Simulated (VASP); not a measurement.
A run of VASP 6.6.1 is set up as follows.

INCAR

```
SYSTEM = Al5P4
PREC = Accurate
ENCUT = 520
EDIFF = 1E-6
ISMEAR = 0
SIGMA = 0.05
LREAL = .False.
LASPH = .True.
NELM = 80
ALGO = Normal
ISIF = 2
LWAVE = .False.
LCHARG = .False.
LDIPOL = .True.
IDIPOL = 3
DIPOL = 0.5 0.5 0.500
GGA = PS
NBANDS = 28
```

The input KPOINTS:

```
regular mesh
0
Gamma
  7 7 1
  0 0 0
```

Contents of POSCAR:

```
Al5P4
1.0
    3.8681183919      0.0000000000      0.0000000000
    0.0000000000      3.8681183919      0.0000000000
    0.0000000000      0.0000000000     25.9406909813
Al P
5 4
Direct
    0.5000000000      0.5000000000      0.2891210572
    0.0000000000      0.0000000000      0.3945605286
    0.5000000000      0.5000000000      0.5000000000
    0.0000000000      0.0000000000      0.6054394714
    0.5000000000      0.5000000000      0.7108789428
    0.5000000000      0.0000000000      0.3418407929
    0.0000000000      0.5000000000      0.4472802643
    0.5000000000      0.0000000000      0.5527197357
    0.0000000000      0.5000000000      0.6581592071
```

Potentials or basis: VASP PAW PBE potentials, release 64 (Al, P).

The run is started by

```sh
$ cat potpaw_PBE.64/Al/POTCAR potpaw_PBE.64/P/POTCAR > POTCAR
$ mpirun -np 1 vasp_std > vasp.out
```

Task: What does it give for the largest force?

Result: 0.279 eV/Å.

Forces in eV/Å, atoms in the order of the input:
```
Al   0.000  0.000 -0.279
Al   0.000  0.000  0.116
Al   0.000  0.000  0.000
Al   0.000  0.000 -0.116
Al   0.000  0.000  0.279
P    0.000  0.000  0.187
P    0.000  0.000 -0.031
P    0.000  0.000  0.031
P    0.000  0.000 -0.187
```

Caveat: the PAW data sets were made with another functional, which shifts forces and pressure a little.
